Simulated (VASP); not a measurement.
S:

```
S
1.0
     5.67805    0.00000    0.00000
     0.00000    5.67805    0.00000
     0.00000    0.00000    2.94962
S
4
Direct
  0.88339 0.88339 0.50000
  0.11661 0.11661 0.50000
  0.38339 0.61661 0.00000
  0.61661 0.38339 0.00000
```

Base run:

| Property | Result |
| --- | --- |
| Program | VASP 6.6.1 |
| Functional | PBE |
| Potentials or basis | VASP PAW PBE potentials, release 64 (S) |
| Cutoff | 520 eV |
| k mesh | 4 × 4 × 6 |
| Occupations | tetrahedron |
| Spin | no spin polarisation |

Its results: band gap on the k mesh zero (bands 12 and 13 overlap by 1.98 eV); pressure 1.9 GPa; largest force 0.546 eV/Å.

Task: The run is repeated on the same cell with these changes: k mesh from 4 × 4 × 6 to 2 × 2 × 3; occupations from tetrahedron to gaussian, width 0.033 eV. What comes out?

Result: Band gap on the k mesh zero (bands 12 and 13 overlap by 1.74 eV); pressure 3.2 GPa; largest force 0.473 eV/Å.

Caveats: some runs use coarse meshes; this functional lacks dispersion, which holds the molecules together, so the pressure and a relaxed volume are unreliable; tetrahedron occupations give inexact forces and stress in metals (at least some runs).
